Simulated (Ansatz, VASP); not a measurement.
## Two plane-wave programs on LiHg2

```
Li Hg
1.0
     0.00000    3.97494    3.97494
     3.97494    0.00000    3.97494
     3.97494    3.97494    0.00000
Li Hg
2 4
Cartesian
  0.0000 0.0000 0.0000
  1.9875 1.9875 1.9875
  4.9687 4.9687 4.9687
  4.9687 2.9812 2.9812
  2.9812 2.9812 4.9687
  2.9812 4.9687 2.9812
```

Alike in both runs: task relaxation of cell and atoms; functional PBE; k mesh 4 × 4 × 4; occupations gaussian, width 0.1 eV; no spin polarisation.

```csv
,VASP,Ansatz
version,VASP 6.6.1,Ansatz 0.2.0
potentials or method,"VASP PAW PBE potentials, release 64 (Li_sv, Hg), cutoff 600 eV","scalar-relativistic, plane waves, PAW"
valence electrons in the cell,54,86
```

```csv
,VASP,Ansatz,Ansatz less VASP
"gap on the k mesh at the Fermi level, each at its own relaxed structure (eV)",none,none,-
relaxed volume (Å³/atom),25.05,24.63,-0.413
relaxed cell length with the largest relative difference (Å),5.968,5.935,-0.0330
```

A gap of «none» marks a metal or a gap that the smearing closes. VASP's potentials hold 54 valence electrons a cell and Ansatz's 86, so a difference there can come from the potentials and not from the codes.

Spin-orbit coupling is off throughout. Noted on VASP's run: the cutoff is short for stress, so the pressure is rough; the volume moved by over 15 % at a fixed basis, so the end points are rough.
